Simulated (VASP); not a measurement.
Here is a VASP 6.6.1 calculation.

INCAR

```
PREC = Accurate ; ENCUT = 520
EDIFF = 1E-7 ; ISMEAR = 0
SIGMA = 0.02 ; LREAL = False
LASPH = True ; NELM = 100
ALGO = Normal ; ISIF = 2
LWAVE = False ; LCHARG = False
GGA = PE ; NBANDS = 11
```

Contents of KPOINTS:

```
regular mesh
0
Gamma
  4 4 4
```

POSCAR

```
BN
1.0
    0.0073251431      3.4541645643      2.1020294116
    1.2467226660     -0.0410427613      2.1724908007
    1.2440463538      3.4968720181     -0.0646822500
B N
1 1
Direct
    0.0062647093     -0.0078147471      0.9996584586
    0.6823088083      0.6481888848      0.3349314075
```

Potentials or basis: VASP PAW PBE potentials, release 64 (B, N).

Command:

```sh
$ cat potpaw_PBE.64/B/POTCAR potpaw_PBE.64/N/POTCAR > POTCAR
$ mpirun -np 1 vasp_std > vasp.out
```

**Question.** Predict the band gap on the k mesh.

**Answer.** 4.47 eV (least direct gap 5.39 eV).

**Question.** Predict the largest force.

**Answer.** 0.729 eV/Å.

Forces in eV/Å, atoms in the order of the input:
```
B   -0.412  0.528 -0.288
N    0.412 -0.528  0.288
```

Caveat: the k points lie up to 0.76 Å⁻¹ apart. A k mesh can miss the band edges.
